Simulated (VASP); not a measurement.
A run of VASP 6.6.1 is set up as follows.

INCAR

```
ALGO = Normal
EDIFF = 1E-6
ENCUT = 520
GGA = PE
ISIF = 2
ISMEAR = 0
LASPH = T
LCHARG = F
LREAL = F
LWAVE = F
NBANDS = 36
NELM = 60
PREC = Accurate
SIGMA = 0.1
```

KPOINTS

```
k-points
0
Gamma
  9 9 10
```

The input POSCAR:

```
TaGe2N3
1.0
    5.3877319671      0.0000000000      0.0000000000
   -2.6938659836      4.6659127522      0.0000000000
    0.0000000000      0.0000000000      3.7462929238
Ta Ge N
1 2 3
Direct
    0.0000000000      0.0000000000      0.0000000000
    0.3333333333      0.6666666667      0.0000000000
    0.6666666667      0.3333333333      0.0000000000
    0.3333333333      0.6666666667      0.5000000000
    0.6666666667      0.3333333333      0.5000000000
    0.0000000000      0.0000000000      0.5000000000
```

Potentials or basis: VASP PAW PBE potentials, release 64 (Ta_pv, Ge_d, N).

Command:

```console
$ cat potpaw_PBE.64/Ta_pv/POTCAR potpaw_PBE.64/Ge_d/POTCAR potpaw_PBE.64/N/POTCAR > POTCAR
$ mpirun -np 1 vasp_std > vasp.out
```

Estimate the pressure.

0.1 GPa.

Predict the band gap on the k mesh.

zero (bands 27 and 28 overlap by 0.83 eV).

Stress tensor (GPa, compression positive):
```
-0.13  0.00  0.00
 0.00 -0.13  0.00
 0.00  0.00  0.58
```

Caveat: spin-orbit coupling is left out, which moves the levels of the heavy elements.
